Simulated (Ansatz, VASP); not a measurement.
**One calculation of Fe, two programs**

```xyz
1
Lattice="0.0000 1.9029 1.9651 1.4685 0.0000 1.9651 1.4685 1.9029 0.0000" Properties=species:S:1:pos:R:3 pbc="T T T"
Fe    0.0000    0.0000    0.0000
```

Change from the starting cell: equal xx and yy strain of -2 %, crystal datasets.

Alike in both runs: task electric field gradients; functional PBE; k mesh 16 × 16 × 16; occupations fermi-dirac, width 0.05 eV; collinear spin.

|  | VASP | Ansatz |
| --- | --- | --- |
| version | VASP 6.6.1 | Ansatz 0.2.0 |
| potentials or method | VASP PAW PBE potentials, release 64 (Fe), cutoff 520 eV | all-electron PAW with datasets made for the crystal, scalar-relativistic |

|  | VASP | Ansatz | Ansatz less VASP |
| --- | --- | --- | --- |
| pressure (GPa) | 7.4 | 7.3 | -0.10 |
| traceless stress, the component that is largest in VASP (GPa) | 5.79 | 6.09 | +0.297 |
| net moment per atom (μB) | 2.14 | 2.11 | -0.031 |
| size of the moment on the site where the two differ most (μB) | 2.13 | 2.15 | +0.017 |
| size of Vzz on the site where it differs most (V/Å²) | 7.4 | 8.4 | +0.99 |

Site moments also hang on the region over which each program counts them. Ansatz ran all-electron here, and VASP with PAW potentials. Ansatz's warnings: printed levels off.
